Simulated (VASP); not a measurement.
# Ag (Fm-3m) in VASP: electric field gradients with PBEsol

Aim: the electric field gradients of Ag with PBEsol.

Everything below comes from runs of VASP 6.6.1. Logs are shortened: lines on timing, memory, paths and dates and some standing lists are left out, and cuts for length are marked.

**1. The cell of the first run**

It takes space group Fm-3m (No. 225, cubic). The conventional cell has a = 4.085 Å, b = 4.085 Å, c = 4.085 Å, α = 90.00°, β = 90.00°, γ = 90.00°. Within 3.8 Å of Ag (site symmetry m-3m) lie 12 Ag at 2.89 Å.

**2. Electric field gradients, PBEsol**

Contents of INCAR:

```
SYSTEM = Ag
PREC = Accurate
ENCUT = 520
EDIFF = 1E-8
ISMEAR = -1
SIGMA = 0.05
LREAL = .False.
LASPH = .True.
NELM = 100
ALGO = Normal
ISIF = 2
LWAVE = .False.
LCHARG = .False.
GGA = PS
LEFG = .True.
NBANDS = 54
```

Contents of KPOINTS:

```
regular mesh
0
Gamma
  11 11 11
  0 0 0
```

Contents of POSCAR:

```
Ag
1.0
    0.0000000000      4.0855000000      4.0855000000
    4.0855000000      0.0000000000      4.0855000000
    4.0855000000      4.0855000000      0.0000000000
Ag
8
Direct
    0.0000000000      0.0000000000      0.0000000000
    0.0000000000      0.0000000000      0.5000000000
    0.0000000000      0.5000000000      0.0000000000
    0.0000000000      0.5000000000      0.5000000000
    0.5000000000      0.0000000000      0.0000000000
    0.5000000000      0.0000000000      0.5000000000
    0.5000000000      0.5000000000      0.0000000000
    0.5000000000      0.5000000000      0.5000000000
```

Potentials or basis: VASP PAW PBE potentials, release 64 (Ag).

Started as:

```sh
cat potpaw_PBE.64/Ag/POTCAR > POTCAR
mpirun -np 1 vasp_std > vasp.out
```

OUTCAR:

```text
SYSTEM = Ag
   PREC = Accurate
   ENCUT = 520
   EDIFF = 1E-8
   ISMEAR = -1
   LREAL = .False.
   LASPH = .True.
   NELM = 100
   ISIF = 2
   GGA = PS

 ion  position               nearest neighbor table
   1  0.000  0.000  0.000-   2 2.89   3 2.89   5 2.89   2 2.89   4 2.89   6 2.89   3 2.89   4 2.89
                             7 2.89   5 2.89   6 2.89   7 2.89
   2  0.000  0.000  0.500-   1 2.89   4 2.89   6 2.89   1 2.89   3 2.89   5 2.89   3 2.89   4 2.89
                             8 2.89   5 2.89   6 2.89   8 2.89
   3  0.000  0.500  0.000-   1 2.89   4 2.89   7 2.89   2 2.89   4 2.89   8 2.89   1 2.89   2 2.89
                             5 2.89   5 2.89   7 2.89   8 2.89
   4  0.000  0.500  0.500-   2 2.89   3 2.89   8 2.89   1 2.89   3 2.89   7 2.89   1 2.89   2 2.89
                             6 2.89   6 2.89   7 2.89   8 2.89
   5  0.500  0.000  0.000-   1 2.89   6 2.89   7 2.89   2 2.89   6 2.89   8 2.89   3 2.89   7 2.89
                             8 2.89   1 2.89   2 2.89   3 2.89
   6  0.500  0.000  0.500-   2 2.89   5 2.89   8 2.89   1 2.89   5 2.89   7 2.89   4 2.89   7 2.89
                             8 2.89   1 2.89   2 2.89   4 2.89
   7  0.500  0.500  0.000-   3 2.89   5 2.89   8 2.89   4 2.89   6 2.89   8 2.89   1 2.89   5 2.89
                             6 2.89   1 2.89   3 2.89   4 2.89
   8  0.500  0.500  0.500-   4 2.89   6 2.89   7 2.89   3 2.89   5 2.89   7 2.89   2 2.89   5 2.89
                             6 2.89   2 2.89   3 2.89   4 2.89
[... 6 lines left out ...]
 A1 = (   0.0000000000,   4.0855000000,   4.0855000000)
 A2 = (   4.0855000000,   0.0000000000,   4.0855000000)
 A3 = (   4.0855000000,   4.0855000000,   0.0000000000)

Analysis of symmetry for initial positions (statically):
=====================================================================
 Subroutine PRICEL returns following result:

  LATTYP: Found a face centered cubic cell.
 ALAT       =     4.0855000000

  Lattice vectors:

 A1 = (   0.0000000000,   2.0427500000,   2.0427500000)
 A2 = (   2.0427500000,   0.0000000000,   2.0427500000)
 A3 = (   2.0427500000,   2.0427500000,   0.0000000000)

   8 primitive cells build up your supercell.

 Routine SETGRP: Setting up the symmetry group for a
 face centered cubic supercell.

 Subroutine GETGRP returns: Found 48 space group operations
 (whereof 48 operations were pure point group operations)
 out of a pool of 48 trial point group operations.

The static configuration has the point symmetry O_h .

Analysis of symmetry for dynamics (positions and initial velocities):
=====================================================================
 Subroutine PRICEL returns following result:

  LATTYP: Found a face centered cubic cell.
 ALAT       =     4.0855000000

  Lattice vectors:

 A1 = (   0.0000000000,   2.0427500000,   2.0427500000)
 A2 = (   2.0427500000,   0.0000000000,   2.0427500000)
 A3 = (   2.0427500000,   2.0427500000,   0.0000000000)

   8 primitive cells build up your supercell.

 Routine SETGRP: Setting up the symmetry group for a
 face centered cubic supercell.

 Subroutine GETGRP returns: Found 48 space group operations
 (whereof 48 operations were pure point group operations)
 out of a pool of 48 trial point group operations.

The dynamic configuration has the point symmetry O_h .

 Subroutine INISYM returns: Found 48 space group operations
 (whereof 48 operations are pure point group operations),
 and found     8 'primitive' translations

----------------------------------------------------------------------------------------

                                     Primitive cell

  volume of cell :      17.0481

  direct lattice vectors                    reciprocal lattice vectors
     0.000000000  2.042750000  2.042750000    -0.244768082  0.244768082  0.244768082
     2.042750000  0.000000000  2.042750000     0.244768082 -0.244768082  0.244768082
     2.042750000  2.042750000  0.000000000     0.244768082  0.244768082 -0.244768082

[... 87 lines left out ...]
   ISIF   =      2    stress and relaxation
   ISYM   =      2    0-nonsym 1-usesym 2-fastsym
   POTIM  = 0.5000    time-step for ionic-motion
   TEBEG  =    0.0;   TEEND  =   0.0 temperature during run
   PSTRESS=    0.0 pullay stress
   NELECT =      88.0000    total number of electrons
   NUPDOWN=      -1.0000    fix difference up-down
   EMIN   =  10.00;   EMAX   =-10.00  energy-range for DOS
   EFERMI =   0.00;   METHOD = LEGACY
   ISMEAR =    -1;   SIGMA  =   0.05  broadening in eV -4-tet -1-fermi 0-gaus
   EFERMI_NEDOS =   21; number of points for ismear=-14 and -15
   IALGO  =     38    algorithm
   IMIX   =      4    mixing-type and parameters
     AMIX     =   0.40;   BMIX     =  1.00
     AMIX_MAG =   1.60;   BMIX_MAG =  1.00
  volume/ion in A,a.u.               =      17.05       115.05
  Fermi-wavevector in a.u.,A,eV,Ry     =   1.414644  2.673290 27.228221  2.001218
  Thomas-Fermi vector in A             =   2.536165
   LORBIT       =      0    0 simple, 1 ext, 2 COOP (PROOUT), +10 PAW based schemes
   GGA     = PS    functional components
   LHFCALC =     F    Hartree Fock is set to
   AEXX    =    0.0000 exact exchange contribution
   IVDW    =     0    specifies the selected vdW correction
   LEPSILON=     F    determine dielectric tensor
   LRPA    =     F    only Hartree local field effects (RPA)
 non-spin polarized calculation
  energy-cutoff  :      520.00
  volume of cell :      136.38
 maximum number of plane-waves:      3695
 NGX is ok and might be reduce to    48
   NGX = 21   NGY = 21   NGZ = 21

 number of electron      87.9999991 magnetization

 Free energy of the ion-electron system (eV)
  ---------------------------------------------------
  ext. energy  EPLUGINS =         0.00000000
  ---------------------------------------------------
  free energy    TOTEN  =       -26.46889925 eV

  energy without entropy =      -26.45508933  energy(sigma->0) =      -26.46199429

 E-fermi :   8.2414     XC(G=0): -12.4128

 val. band max:        8.2331131450   @ k =   0.1818   0.0000   0.0000
 cond. band min:       8.2457292697   @ k =  -0.4545   0.1818   0.0000
 fundamental gap:      0.0126161246
 Fermi energy:         8.2413901524

 k-point     1 :       0.0000    0.0000    0.0000
  band No.  band energies     occupation
      1       0.4020      2.00000
      2       1.8081      2.00000
      3       1.8081      2.00000
      4       1.8081      2.00000
      5       1.8425      2.00000
      6       1.8425      2.00000
[... 1357 lines left out ...]
     53      14.8636      0.00000
     54      15.5679      0.00000

 [... further k-points ...]

------------------------ aborting loop because EDIFF is reached ----------------------------------------

  FORCE on cell =-STRESS in cart. coord.  units (eV):
  Direction    XX          YY          ZZ          XY          YZ          ZX
  --------------------------------------------------------------------------------------
  -------------------------------------------------------------------------------------
  Total       -2.3644209     -2.3644209     -2.3644209     -0.0000000     -0.0000000     -0.0000000
  in kB      -27.7760020    -27.7760020    -27.7760020     -0.0000000     -0.0000000     -0.0000000
  external PRESSURE =     -27.7760020 kB  Pullay stress =       0.0000000 kB

 VOLUME and BASIS-vectors are now :
 -----------------------------------------------------------------------------
  energy-cutoff  :      520.00
  volume of cell :      136.38
      direct lattice vectors                 reciprocal lattice vectors
     0.000000000  4.085500000  4.085500000    -0.122384041  0.122384041  0.122384041
     4.085500000  0.000000000  4.085500000     0.122384041 -0.122384041  0.122384041
     4.085500000  4.085500000  0.000000000     0.122384041  0.122384041 -0.122384041

 POSITION                                       TOTAL-FORCE (eV/Angst)
 -----------------------------------------------------------------------------------
      0.00000      0.00000      0.00000         0.000000     -0.000000      0.000000
      2.04275      2.04275      0.00000        -0.000000     -0.000000      0.000000
      2.04275      0.00000      2.04275         0.000000      0.000000      0.000000
      4.08550      2.04275      2.04275         0.000000      0.000000      0.000000
      0.00000      2.04275      2.04275         0.000000     -0.000000     -0.000000
      2.04275      4.08550      2.04275        -0.000000     -0.000000     -0.000000
      2.04275      2.04275      4.08550        -0.000000      0.000000     -0.000000
      4.08550      4.08550      4.08550        -0.000000      0.000000     -0.000000
 -----------------------------------------------------------------------------------
    total drift:                                0.000000      0.000000      0.000000

  FREE ENERGIE OF THE ION-ELECTRON SYSTEM (eV)
  ---------------------------------------------------
  free  energy   TOTEN  =       -26.4688992490 eV

  energy  without entropy=      -26.4550893316  energy(sigma->0) =      -26.46199429

 Electric field gradients (V/A^2)
---------------------------------------------------------------------
 ion       V_xx      V_yy      V_zz      V_xy      V_xz      V_yz
---------------------------------------------------------------------
   1      -0.000    -0.000    -0.000     0.001     0.001     0.001
   2      -0.000    -0.000     0.000     0.001     0.001     0.001
   3      -0.000    -0.000    -0.000     0.001     0.001     0.001
   4      -0.000    -0.000    -0.000     0.001     0.001     0.001
   5      -0.000    -0.000    -0.000     0.001     0.001     0.001
   6      -0.000    -0.000    -0.000     0.001     0.001     0.001
   7      -0.000    -0.000    -0.000     0.001     0.001     0.001
   8      -0.000    -0.000    -0.000     0.001     0.001     0.001
---------------------------------------------------------------------

 Electric field gradients after diagonalization (V/A^2)
 (convention: |V_zz| > |V_xx| > |V_yy|)
----------------------------------------------------------------------
 ion       V_xx      V_yy      V_zz     asymmetry (V_yy - V_xx)/ V_zz
----------------------------------------------------------------------
   1      -0.001    -0.001     0.001       0.000
   2      -0.001    -0.001     0.001       0.000
   3      -0.001    -0.001     0.001       0.000
   4      -0.001    -0.001     0.001       0.000
   5      -0.001    -0.001     0.001       0.000
   6      -0.001    -0.001     0.001       0.000
   7      -0.001    -0.001     0.001       0.000
   8      -0.001    -0.001     0.001       0.000
----------------------------------------------------------------------

           NMR quadrupolar parameters

 Cq : quadrupolar parameter    Cq=e*Q*V_zz/h
 eta: asymmetry parameters     (V_yy - V_xx)/ V_zz
 Q  : nuclear electric quadrupole moment in mb (millibarn)
----------------------------------------------------------------------
 ion       Cq(MHz)       eta       Q (mb)
----------------------------------------------------------------------
   1       0.000       0.000       1.000
   2       0.000       0.000       1.000
   3       0.000       0.000       1.000
   4       0.000       0.000       1.000
   5       0.000       0.000       1.000
   6       0.000       0.000       1.000
   7       0.000       0.000       1.000
   8       0.000       0.000       1.000
----------------------------------------------------------------------
```

Run time: 6.5 min. Hardware: 1 thread of Intel Xeon Platinum 8259CL at 2.50GHz (Skylake/Cascade Lake), shared host; peak memory 0.48 GiB.

Results:

```
Free energy            : -26.4689 eV
Pressure               : -2.8 GPa
Band gap on the k mesh : zero (band 44 reaches 9.12 eV, above the bottom of band 45 at 7.68 eV)
```

Caveat: without QUAD_EFG the Cq values of the log hold for a quadrupole moment of 1 mb, not for the nuclei; the PAW data sets were made with another functional, which shifts forces and pressure a little.
